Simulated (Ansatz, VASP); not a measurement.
One calculation of SiC, two programs

```
Si C
1.0
     3.07600    0.00000    0.00000
    -1.53800    2.66389    0.00000
     0.00000    0.00000    5.04800
Si C
2 2
Direct
  0.66667 0.33333 0.50000
  0.33333 0.66667 0.00000
  0.66667 0.33333 0.88500
  0.33333 0.66667 0.38500
```

Alike in both runs: task relaxation of cell and atoms; functional r2SCAN; dispersion D3(BJ); k mesh 10 × 10 × 5; occupations fermi-dirac, width 0.05 eV; no spin polarisation.

|  | VASP | Ansatz |
| --- | --- | --- |
| version | VASP 6.6.1 | Ansatz 0.2.0 |
| potentials or method | VASP PAW PBE potentials, release 64 (Si, C) | Ansatz PAW |
| plane-wave cutoff (eV) | 600 | 500 |
| valence electrons in the cell | 16 | 16 |

VASP gave:

- relaxed volume (Å³/atom): 10.22
- relaxed cell length with the largest relative difference (Å): 3.064

What did Ansatz give for the same quantities?

Relaxed volume (Å³/atom): 10.24; relaxed cell length with the largest relative difference (Å): 3.066.

VASP's potentials were made for PBE, not for r2SCAN.

Noted on Ansatz's run: odd divisions of the mesh miss points on the zone boundary, where band edges often lie, so the gap on the mesh can be too wide; the plane-wave basis is chosen anew once the cell has moved, so the energies of steps on either side of that aren't comparable.
